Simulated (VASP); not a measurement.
Set up this calculation in VASP 6.6.1, as the native input.

* Task: electric field gradients
* Functional: r2SCAN
* Potentials or basis: VASP PAW PBE potentials, release 64 (Sb_d_GW)
* Cutoff: 440 eV
* k mesh: 9 × 9 × 9
* Occupations: fermi-dirac, width 0.05 eV
* Spin: no spin polarisation
* Dipole correction: no
* Further INCAR settings: ALGO = Normal; EDIFF = 1e-08; NBANDS = 22

Crystal: Sb.

```
Sb
1.0
     2.15060    1.24165    3.74400
    -2.15060    1.24165    3.74400
     0.00000   -2.48330    3.74400
Sb
2
Direct
  0.23364 0.23364 0.23364
  0.76636 0.76636 0.76636
```

The input as run:

POSCAR

```
Sb
1.0
    2.1506003320      1.2416496806      3.7440000000
   -2.1506003320      1.2416496806      3.7440000000
    0.0000000000     -2.4832993611      3.7440000000
Sb
2
Direct
    0.2336400000      0.2336400000      0.2336400000
    0.7663600000      0.7663600000      0.7663600000
```

INCAR.step1

```
SYSTEM = Sb
ALGO = Normal
EDIFF = 1E-5
ENCUT = 440
GGA = PE
GGA_COMPAT = .False.
ISMEAR = -1
LASPH = .True.
LCHARG = .False.
LREAL = .False.
LWAVE = .True.
NBANDS = 22
NELM = 120
PREC = Accurate
SIGMA = 0.05
```

INCAR.step2

```
SYSTEM = Sb
ALGO = Normal
EDIFF = 1E-8
ENCUT = 440
GGA_COMPAT = .False.
ISIF = 2
ISMEAR = -1
ISTART = 1
LASPH = .True.
LCHARG = .False.
LEFG = .True.
LMIXTAU = .True.
LREAL = .False.
LWAVE = .False.
METAGGA = R2SCAN
NBANDS = 22
NELM = 120
PREC = Accurate
SIGMA = 0.05
```

KPOINTS

```
k-points
0
Gamma
  9 9 9
  0 0 0
```

Potentials or basis: VASP PAW PBE potentials, release 64 (Sb_d_GW).

Command:

```sh
$ cat potpaw_PBE.64/Sb_d_GW/POTCAR > POTCAR
$ cp INCAR.step1 INCAR
$ mpirun -np 1 vasp_std > vasp.out
$ cp INCAR.step2 INCAR
$ mpirun -np 1 vasp_std > vasp.out
```

It gave:

| Item | Value |
| --- | --- |
| Pressure | 2.1 GPa |
| Largest force | 0.045 eV/Å |
| Largest electric field gradient by atom | Sb -60.8 V/Å² |

Caveat: without QUAD_EFG the Cq values of the log hold for a quadrupole moment of 1 mb, not for the nuclei; the PAW data sets were made with another functional, which shifts forces and pressure a little.

It took 15 min on 1 thread of AMD EPYC 7R43 64-Core Processor (Zen 3), on a shared host, peak memory 0.21 GiB.
